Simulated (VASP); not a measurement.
# Rb (Fm-3m) in VASP: a series of runs

Runs on Rb. Level: r2SCAN. Tasks: relaxation of cell and atoms.

Everything below comes from runs of VASP 6.6.1. Logs are shortened: lines on timing, memory, paths and dates and some standing lists are left out, and cuts for length are marked.

### Step 1. The cell of the first run

It takes space group Fm-3m (No. 225, cubic). The conventional cell has a = 7.280 Å, b = 7.280 Å, c = 7.280 Å, α = 90.00°, β = 90.00°, γ = 90.00°.

This isn't the form of Rb at room conditions, which is bcc.

### Step 2. Relaxation of cell and atoms, r2SCAN, target pressure 2 GPa, at which the enthalpy is minimised

POSCAR reads:

```
Rb
1.0
    0.0000000000      3.6398850000      3.6398850000
    3.6398850000      0.0000000000      3.6398850000
    3.6398850000      3.6398850000      0.0000000000
Rb
1
Direct
    0.0000000000      0.0000000000      0.0000000000
```

INCAR.step1 reads:

```
PREC = Accurate
ENCUT = 600
ISMEAR = -1
SIGMA = 0.1
LREAL = F
LASPH = T
NELM = 80
GGA = PE
ALGO = Normal
EDIFF = 1E-4
LWAVE = T
LCHARG = F
```

INCAR.step2 reads:

```
PREC = Accurate
ENCUT = 600
EDIFF = 1E-6
ISMEAR = -1
SIGMA = 0.1
LREAL = F
LASPH = T
NELM = 80
ALGO = Normal
ISIF = 3
LWAVE = F
LCHARG = F
METAGGA = R2SCAN
LMIXTAU = T
IBRION = 2
NSW = 80
EDIFFG = -0.01
PSTRESS = 20.0
ISTART = 1
```

KPOINTS reads:

```
regular mesh
0
Gamma
  8 8 8
```

Potentials or basis: VASP PAW PBE potentials, release 64 (Rb_sv).

Run with:

```console
$ cat potpaw_PBE.64/Rb_sv/POTCAR > POTCAR
$ cp INCAR.step1 INCAR
$ mpirun -np 1 vasp_std > vasp.out
$ cp INCAR.step2 INCAR
$ mpirun -np 1 vasp_std > vasp.out
```

OUTCAR:

```text
PREC = Accurate
   ENCUT = 600
   EDIFF = 1E-6
   ISMEAR = -1
   LREAL = F
   LASPH = T
   NELM = 80
   ISIF = 3
   METAGGA = R2SCAN
   IBRION = 2
   NSW = 80
   EDIFFG = -0.01
   PSTRESS = 20.0
   ISTART = 1

 ion  position               nearest neighbor table
   1  0.000  0.000  0.000-

  LATTYP: Found a face centered cubic cell.
 ALAT       =     7.2797700000

  Lattice vectors:

 A1 = (   0.0000000000,   3.6398850000,   3.6398850000)
 A2 = (   3.6398850000,   0.0000000000,   3.6398850000)
 A3 = (   3.6398850000,   3.6398850000,   0.0000000000)

Analysis of symmetry for initial positions (statically):
=====================================================================
 Subroutine PRICEL returns:
 Original cell was already a primitive cell.

 Routine SETGRP: Setting up the symmetry group for a
 face centered cubic supercell.

 Subroutine GETGRP returns: Found 48 space group operations
 (whereof 48 operations were pure point group operations)
 out of a pool of 48 trial point group operations.

The static configuration has the point symmetry O_h .

Analysis of symmetry for dynamics (positions and initial velocities):
=====================================================================
 Subroutine PRICEL returns:
 Original cell was already a primitive cell.

 Routine SETGRP: Setting up the symmetry group for a
 face centered cubic supercell.

 Subroutine GETGRP returns: Found 48 space group operations
 (whereof 48 operations were pure point group operations)
 out of a pool of 48 trial point group operations.

The dynamic configuration has the point symmetry O_h .

 Subroutine INISYM returns: Found 48 space group operations
 (whereof 48 operations are pure point group operations),
 and found     1 'primitive' translations

----------------------------------------------------------------------------------------

                                     Primitive cell

  volume of cell :      96.4479

  direct lattice vectors                    reciprocal lattice vectors
     0.000000000  3.639885000  3.639885000    -0.137366977  0.137366977  0.137366977
     3.639885000  0.000000000  3.639885000     0.137366977 -0.137366977  0.137366977
     3.639885000  3.639885000  0.000000000     0.137366977  0.137366977 -0.137366977

  length of vectors
     5.147574732  5.147574732  5.147574732     0.237926584  0.237926584  0.237926584

  position of ions in fractional coordinates (direct lattice)
     0.000000000  0.000000000  0.000000000

  ion indices of the primitive-cell ions
   primitive index   ion index
                 1           1

----------------------------------------------------------------------------------------

 KPOINTS: regular mesh

Automatic generation of k-mesh.
 Grid dimensions read from file:
 generate k-points for:    8    8    8

 Generating k-lattice:

  Cartesian coordinates                     Fractional coordinates (reciprocal lattice)
    -0.017170872  0.017170872  0.017170872     0.125000000  0.000000000  0.000000000
     0.017170872 -0.017170872  0.017170872     0.000000000  0.125000000  0.000000000
     0.017170872  0.017170872 -0.017170872     0.000000000  0.000000000  0.125000000

  Length of vectors
     0.029740823  0.029740823  0.029740823

  Shift w.r.t. Gamma in fractional coordinates (k-lattice)
     0.000000000  0.000000000  0.000000000

 Subroutine IBZKPT returns following result:
 ===========================================

 Found     29 irreducible k-points:

 Following reciprocal coordinates:
            Coordinates               Weight
  0.000000  0.000000  0.000000      1.000000
  0.125000  0.000000  0.000000      8.000000
  0.250000  0.000000  0.000000      8.000000
  0.375000  0.000000  0.000000      8.000000
  0.500000  0.000000  0.000000      4.000000
  0.125000  0.125000  0.000000      6.000000
[... 16 lines left out ...]
  0.500000  0.250000  0.125000     48.000000
 -0.375000  0.250000  0.125000     24.000000
 [... further k-points ...]
   k-points           NKPTS =     29   k-points in BZ     NKDIM =     29   number of bands    NBANDS=      8
   number of dos      NEDOS =    301   number of ions     NIONS =      1
   total plane-waves  NPLWV =  74088
   dimension x,y,z NGX =    42 NGY =   42 NGZ =   42
   dimension x,y,z NGXF=    84 NGYF=   84 NGZF=   84
   ions per type =               1
   NGX,Y,Z   is equivalent  to a cutoff of  13.56, 13.56, 13.56 a.u.
   NGXF,Y,Z  is equivalent  to a cutoff of  27.13, 27.13, 27.13 a.u.
 SYSTEM =  unknown system
   PREC   = accura    normal or accurate (medium, high low for compatibility)
   ISTART =      1    job   : 0-new  1-cont  2-samecut
   ICHARG =      0    charge: 1-file 2-atom 10-const
   ISPIN  =      1    spin polarized calculation?
   LNONCOLLINEAR =      F non collinear calculations
   LSORBIT =      F    spin-orbit coupling
   LASPH  =      T    aspherical Exc in radial PAW
   ENCUT  =  600.0 eV  44.10 Ry    6.64 a.u.  10.28 10.28 10.28*2*pi/ulx,y,z
[... 9 lines left out ...]
   POTIM  = 0.5000    time-step for ionic-motion
   TEBEG  =    0.0;   TEEND  =   0.0 temperature during run
   PSTRESS=   20.0 pullay stress
   NELECT =       9.0000    total number of electrons
   NUPDOWN=      -1.0000    fix difference up-down
   EMIN   =  10.00;   EMAX   =-10.00  energy-range for DOS
   EFERMI =   0.00;   METHOD = LEGACY
   ISMEAR =    -1;   SIGMA  =   0.10  broadening in eV -4-tet -1-fermi 0-gaus
   EFERMI_NEDOS =   21; number of points for ismear=-14 and -15
   IALGO  =     38    algorithm
   IMIX   =      4    mixing-type and parameters
     AMIX     =   0.40;   BMIX     =  1.00
     AMIX_MAG =   1.60;   BMIX_MAG =  1.00
  volume/ion in A,a.u.               =      96.45       650.86
  Fermi-wavevector in a.u.,A,eV,Ry     =   0.742548  1.403213  7.501952  0.551378
  Thomas-Fermi vector in A             =   1.837453
   LORBIT       =      0    0 simple, 1 ext, 2 COOP (PROOUT), +10 PAW based schemes
   METAGGA = R2SCAN    functional components
   LHFCALC =     F    Hartree Fock is set to
   AEXX    =    0.0000 exact exchange contribution
   IVDW    =     0    specifies the selected vdW correction
   LEPSILON=     F    determine dielectric tensor
   LRPA    =     F    only Hartree local field effects (RPA)
 conjugate gradient relaxation of ions
 non-spin polarized calculation
  energy-cutoff  :      600.00
  volume of cell :       96.45
 maximum number of plane-waves:      3250
 NGX is ok and might be reduce to    42
   NGX = 21   NGY = 21   NGZ = 21

--------------------------------------- Ionic step        1  -------------------------------------------

 number of electron       9.0000000 magnetization

 Free energy of the ion-electron system (eV)
  ---------------------------------------------------
  ext. energy  EPLUGINS =         0.00000000
  ---------------------------------------------------
  free energy    TOTEN  =       -13.93058652 eV

  energy without entropy =      -13.90064343  energy(sigma->0) =      -13.91561497

 E-fermi :  -0.0756     XC(G=0):  -5.5842

 val. band max:       -0.1897639596   @ k =  -0.3750   0.1250   0.0000
 cond. band min:      -0.0083730425   @ k =   0.5000   0.3750   0.1250
 fundamental gap:      0.1813909171
 Fermi energy:        -0.0755619441

 k-point     1 :       0.0000    0.0000    0.0000
  band No.  band energies     occupation
      1     -30.1631      2.00000
      2     -13.6577      2.00000
      3     -13.6577      2.00000
      4     -13.6577      2.00000
      5      -2.0806      2.00000
      6       3.8977      0.00000
      7       3.8977      0.00000
      8       3.8977      0.00000
[... 243 lines left out ...]
 k-point    24 :      -0.3750    0.2500    0.1250
  band No.  band energies     occupation
      1     -30.1594      2.00000
      2     -13.7265      2.00000
      3     -13.6892      2.00000
      4     -13.6751      2.00000
      5       0.6757      0.00109
      6       0.6826      0.00102
      7       2.5399      0.00000
      8       3.7197      0.00000

 [... further k-points ...]
[... 5 lines left out ...]
  --------------------------------------------------------------------------------------
  -------------------------------------------------------------------------------------
  Total       -0.0084842     -0.0084842     -0.0084842      0.0000000      0.0000000      0.0000000
  in kB       -0.1409376     -0.1409376     -0.1409376      0.0000000      0.0000000      0.0000000
  external PRESSURE =     -20.1409376 kB  Pullay stress =      20.0000000 kB
[... 207 lines left out ...]
  enthalpy is  TOTEN    =       -12.9740995575 eV   P V=        0.8110246048

--------------------------------------- Ionic step        7  -------------------------------------------

 number of electron       9.0000000 magnetization

 Free energy of the ion-electron system (eV)
  ---------------------------------------------------
  ext. energy  EPLUGINS =         0.00000000
  ---------------------------------------------------
  free energy    TOTEN  =       -13.78725712 eV

  energy without entropy =      -13.75647689  energy(sigma->0) =      -13.77186701

 E-fermi :   1.0017     XC(G=0):  -6.6361

 val. band max:        0.8893290850   @ k =  -0.3750   0.1250   0.0000
 cond. band min:       1.0573294278   @ k =   0.5000   0.3750   0.1250
 fundamental gap:      0.1680003429
 Fermi energy:         1.0017118820

 k-point     1 :       0.0000    0.0000    0.0000
  band No.  band energies     occupation
      1     -29.0013      2.00000
      2     -12.4273      2.00000
      3     -12.4273      2.00000
      4     -12.4273      2.00000
      5      -1.5407      2.00000
      6       5.2301      0.00000
      7       5.2301      0.00000
      8       5.2301      0.00000
[... 243 lines left out ...]
 k-point    24 :      -0.3750    0.2500    0.1250
  band No.  band energies     occupation
      1     -28.9788      2.00000
      2     -12.6757      2.00000
      3     -12.5384      2.00000
      4     -12.4863      2.00000
      5       1.8145      0.00059
      6       1.9098      0.00023
      7       3.7033      0.00000
      8       5.2889      0.00000

 [... further k-points ...]
[... 5 lines left out ...]
  --------------------------------------------------------------------------------------
  -------------------------------------------------------------------------------------
  Total        0.8131136      0.8131136      0.8131136      0.0000000     -0.0000000     -0.0000000
  in kB       19.9994946     19.9994946     19.9994946      0.0000000     -0.0000000     -0.0000000
  external PRESSURE =      -0.0005054 kB  Pullay stress =      20.0000000 kB
[... 16 lines left out ...]
  FREE ENERGIE OF THE ION-ELECTRON SYSTEM (eV)
  ---------------------------------------------------
  free  energy   TOTEN  =       -13.7872571222 eV

  energy  without entropy=      -13.7564768894  energy(sigma->0) =      -13.77186701

  enthalpy is  TOTEN    =       -12.9741230110 eV   P V=        0.8131341112

 reached required accuracy - stopping structural energy minimisation
```

Wall time 21 min (1 thread of Oxide Virtual Turin-like, shared host); peak memory 0.27 GiB.

Results:

- Free energy: -13.7873 eV
- Relaxed volume: 65.14 Å³/atom
- Relaxed cell: a = 4.516 Å, b = 4.516 Å, c = 4.516 Å, α = 60.00°, β = 60.00°, γ = 60.00°
- Space group after relaxing (to 0.1 Å): Fm-3m (No. 225)
- Energy change on relaxing (the run minimises the enthalpy): +143.3 meV/atom
- Ionic steps: 7
- Pressure after relaxing: 2.0 GPa
- Band gap on the k mesh: zero (an odd number of electrons rules out a gap without spin polarisation)

Step by step:
```csv
step,energy change (eV),largest force (eV/Å),pressure (GPa),volume (Å³)
1,0.0000,0.0000,-0.01,96.45
2,0.0262,0.0000,0.64,80.49
3,0.0937,0.0000,1.46,69.75
4,0.4237,0.0000,4.76,51.21
5,0.1387,0.0000,1.97,65.51
6,0.1455,0.0000,2.04,64.97
7,0.1433,0.0000,2.00,65.14
```

Final structure:
```
Rb
1.0
     0.00000    3.19353    3.19353
     3.19353    0.00000    3.19353
     3.19353    3.19353    0.00000
Rb
1
Direct
  0.00000 0.00000 0.00000
```

Caveat: the cell is relaxed towards a set pressure, so the run minimises the enthalpy, not the energy; the volume moved by over 15 % at a fixed basis, so the end points are rough; the PAW data sets were made with another functional, which shifts forces and pressure a little.

### Step 3. Relaxation of cell and atoms, r2SCAN, target pressure 4 GPa, at which the enthalpy is minimised

POSCAR is that of step 2.

INCAR.step1 reads:

```
SYSTEM = Rb
PREC     = Accurate       ! precision mode
ENCUT    = 600            ! plane-wave cutoff, eV
ISMEAR   = -1             ! smearing method
SIGMA    = 0.1            ! smearing width, eV
LREAL    = .FALSE.        ! projectors in reciprocal space
LASPH    = .TRUE.         ! aspherical terms in the spheres
NELM     = 80             ! most SCF steps
GGA      = PE             ! functional
ALGO     = Normal         ! electronic algorithm
EDIFF    = 1E-4           ! SCF threshold, eV
LWAVE    = .TRUE.         ! write WAVECAR
LCHARG   = .FALSE.        ! write CHGCAR
```

INCAR.step2 reads:

```
SYSTEM = Rb
PREC     = Accurate       ! precision mode
ENCUT    = 600            ! plane-wave cutoff, eV
EDIFF    = 1E-7           ! SCF threshold, eV
ISMEAR   = -1             ! smearing method
SIGMA    = 0.1            ! smearing width, eV
LREAL    = .FALSE.        ! projectors in reciprocal space
LASPH    = .TRUE.         ! aspherical terms in the spheres
NELM     = 80             ! most SCF steps
ALGO     = Normal         ! electronic algorithm
ISIF     = 3              ! what is computed and relaxed
LWAVE    = .FALSE.        ! write WAVECAR
LCHARG   = .FALSE.        ! write CHGCAR
METAGGA  = R2SCAN         ! meta-GGA
LMIXTAU  = .TRUE.       
IBRION   = 2              ! ionic algorithm
NSW      = 80             ! ionic steps
EDIFFG   = -0.01          ! ionic threshold
PSTRESS  = 40.0         
ISTART   = 1
```

KPOINTS reads:

```
Automatic mesh
0
G
  8 8 8
  0 0 0
```

Potentials or basis: VASP PAW PBE potentials, release 64 (Rb_sv).

Run with:

```console
$ cat potpaw_PBE.64/Rb_sv/POTCAR > POTCAR
$ cp INCAR.step1 INCAR
$ mpirun -np 1 vasp_std > vasp.out
$ cp INCAR.step2 INCAR
$ mpirun -np 1 vasp_std > vasp.out
```

It took 15 min on 1 thread of Oxide Virtual Turin-like, shared host; peak memory 0.27 GiB.

Results (log left out):

| Property | Result |
| --- | --- |
| Free energy | -13.5864 eV |
| Relaxed volume | 54.12 Å³/atom |
| Relaxed cell | a = 4.246 Å, b = 4.246 Å, c = 4.246 Å, α = 60.00°, β = 60.00°, γ = 60.00° |
| Space group after relaxing (to 0.1 Å) | Fm-3m (No. 225) |
| Energy change on relaxing (the run minimises the enthalpy) | +344.2 meV/atom |
| Ionic steps | 4 |
| Pressure after relaxing | 4.0 GPa |
| Band gap on the k mesh | zero (an odd number of electrons rules out a gap without spin polarisation) |

Step by step:
```csv
step,energy change (eV),largest force (eV/Å),pressure (GPa),volume (Å³)
1,0.0000,0.0000,-0.01,96.45
2,0.1271,0.0000,1.84,66.50
3,0.2692,0.0000,3.30,57.41
4,0.3442,0.0000,4.02,54.12
```

Final structure:
```xyz
1
Lattice="0.0000 3.0022 3.0022 3.0022 0.0000 3.0022 3.0022 3.0022 0.0000" Properties=species:S:1:pos:R:3 pbc="T T T"
Rb    3.0022    0.0000    3.0022
```

Levels at points of the mesh, in eV from the Fermi level:
| k point | band 3 | band 4 | band 5 | band 6 | band 7 | band 8 |
| --- | --- | --- | --- | --- | --- | --- |
| (0.00, 0.00, 0.00) | -13.43 | -13.43 | -2.79 | 4.25 | 4.25 | 4.25 |
| (0.50, 0.00, 0.00) | -13.49 | -13.49 | 0.04 | 1.19 | 3.91 | 3.91 |
| (0.50, 0.50, 0.00) | -13.60 | -13.60 | 0.07 | 1.53 | 2.58 | 6.98 |

Caveat: the cell is relaxed towards a set pressure, so the run minimises the enthalpy, not the energy; the volume moved by over 15 % at a fixed basis, so the end points are rough; the PAW data sets were made with another functional, which shifts forces and pressure a little.

### Step 4. Relaxation of cell and atoms, r2SCAN, target pressure 6 GPa, at which the enthalpy is minimised

POSCAR is that of step 3.

INCAR.step1 reads:

```
PREC     = Accurate       # precision mode
ENCUT    = 600            # plane-wave cutoff, eV
ISMEAR   = -1             # smearing method
SIGMA    = 0.1            # smearing width, eV
LREAL    = F              # projectors in reciprocal space
LASPH    = T              # aspherical terms in the spheres
NELM     = 80             # most SCF steps
GGA      = PE             # functional
ALGO     = Normal         # electronic algorithm
EDIFF    = 1E-4           # SCF threshold, eV
LWAVE    = T              # write WAVECAR
LCHARG   = F              # write CHGCAR
```

INCAR.step2 reads:

```
PREC     = Accurate       # precision mode
ENCUT    = 600            # plane-wave cutoff, eV
EDIFF    = 1E-6           # SCF threshold, eV
ISMEAR   = -1             # smearing method
SIGMA    = 0.1            # smearing width, eV
LREAL    = F              # projectors in reciprocal space
LASPH    = T              # aspherical terms in the spheres
NELM     = 80             # most SCF steps
ALGO     = Normal         # electronic algorithm
ISIF     = 3              # what is computed and relaxed
LWAVE    = F              # write WAVECAR
LCHARG   = F              # write CHGCAR
METAGGA  = R2SCAN         # meta-GGA
LMIXTAU  = T            
IBRION   = 2              # ionic algorithm
NSW      = 80             # ionic steps
EDIFFG   = -0.01          # ionic threshold
PSTRESS  = 60.0         
ISTART   = 1
```

KPOINTS reads:

```
regular mesh
0
Gamma
  8 8 8
```

Run with:

```console
$ cat potpaw_PBE.64/Rb_sv/POTCAR > POTCAR
$ cp INCAR.step1 INCAR
$ mpirun -np 1 vasp_std > vasp.out
$ cp INCAR.step2 INCAR
$ mpirun -np 1 vasp_std > vasp.out
```

It took 25 min on 1 thread of Oxide Virtual Turin-like, shared host; peak memory 0.28 GiB.

Results (log left out):

```yaml
Free_energy: -13.3597 eV
Relaxed_volume: 46.81 Å³/atom
Relaxed_cell: a = 4.045 Å, b = 4.045 Å, c = 4.045 Å, α = 60.00°, β = 60.00°, γ = 60.00°
Space_group_after_relaxing_to_0.1_Å: Fm-3m (No. 225)
Energy_change_on_relaxing_the_run_minimises_the_enthalpy: +570.9 meV/atom
Ionic_steps: 7
Pressure_after_relaxing: 6.0 GPa
Band_gap_on_the_k_mesh: zero (an odd number of electrons rules out a gap without spin polarisation)
```

Step by step:
```csv
step,energy change (eV),largest force (eV/Å),pressure (GPa),volume (Å³)
1,0.0000,0.0000,-0.01,96.45
2,0.3415,0.0000,4.02,54.22
3,0.4858,0.0000,5.28,49.23
4,0.5679,0.0000,5.89,46.89
5,0.5969,0.0000,6.22,46.13
6,0.5800,0.0000,6.08,46.57
7,0.5709,0.0000,6.01,46.81
```

Final structure:
```yaml
crystal:
  lattice:
    - [0.00000, 2.86050, 2.86050]
    - [2.86050, 0.00000, 2.86050]
    - [2.86050, 2.86050, 0.00000]
  atoms:
    - { symbol: Rb, position: [0.00000, 0.00000, 0.00000] }
```

Levels at points of the mesh, in eV from the Fermi level:
| k point | band 1 | band 2 | band 3 | band 4 | band 5 | band 6 | band 7 | band 8 |
| --- | --- | --- | --- | --- | --- | --- | --- | --- |
| (0.00, 0.00, 0.00) | -30.23 | -13.46 | -13.46 | -13.46 | -2.93 | 4.22 | 4.22 | 4.22 |
| (0.50, 0.00, 0.00) | -30.16 | -14.21 | -13.55 | -13.55 | -0.05 | 1.55 | 3.86 | 3.86 |
| (0.50, 0.50, 0.00) | -30.13 | -14.15 | -13.71 | -13.71 | -0.23 | 1.32 | 3.18 | 7.72 |

Caveat: the cell is relaxed towards a set pressure, so the run minimises the enthalpy, not the energy; the volume moved by over 15 % at a fixed basis, so the end points are rough; the PAW data sets were made with another functional, which shifts forces and pressure a little.

### Step 5. Overview

| cell | gap on the mesh (eV) | pressure (GPa) |
| --- | --- | --- |
| relaxed to 2 GPa | none | 2.0 |
| relaxed to 4 GPa | none | 4.0 |
| relaxed to 6 GPa | none | 6.0 |

Alike in all rows: task relaxation of cell and atoms; level r2SCAN; potentials or basis VASP PAW PBE potentials, release 64 (Rb_sv); no spin polarisation; k mesh 8 × 8 × 8; cutoff (eV) 600; smearing fermi-dirac 0.1 eV.

Caveats: the cell is relaxed towards a set pressure, so the run minimises the enthalpy, not the energy; the volume moved by over 15 % at a fixed basis, so the end points are rough; the PAW data sets were made with another functional, which shifts forces and pressure a little.

Total energies depend on the potentials used, so only differences within one code and one set of settings carry meaning.
